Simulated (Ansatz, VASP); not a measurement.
# Two plane-wave programs on Pt

```
Pt
1.0
     0.00000    2.00818    1.77483
     2.00818    0.00000    1.77483
     2.00818    2.00818    0.00000
Pt
1
Direct
  0.00000 0.00000 0.00000
```

Alike in both runs: task single point; functional LDA; k mesh 22 × 22 × 22; occupations gaussian, width 0.15 eV; no spin polarisation.

|  | VASP | Ansatz |
| --- | --- | --- |
| version | VASP 6.6.1 | Ansatz 0.2.0 |
| potentials or method | VASP PAW LDA potentials, release 64 (Pt), cutoff 520 eV | scalar-relativistic, plane waves, PAW |
| valence electrons in the cell | 10 | 18 |

VASP gave:

```
gap on the k mesh at the Fermi level (eV)                     : none
pressure (GPa)                                                : 12.5
traceless stress, the component that is largest in VASP (GPa) : 5.75
```

Which values does Ansatz return?

gap on the k mesh at the Fermi level (eV): none; pressure (GPa): 11.5; traceless stress, the component that is largest in VASP (GPa): 5.71.

LDA's correlation is that of Perdew and Zunger in VASP and of Perdew and Wang (1992) in Ansatz. A gap of «none» marks a metal or a gap that the smearing closes. VASP's potentials hold 10 valence electrons a cell and Ansatz's 18, so a difference there can come from the potentials and not from the codes.

Neither program's run includes spin-orbit coupling.
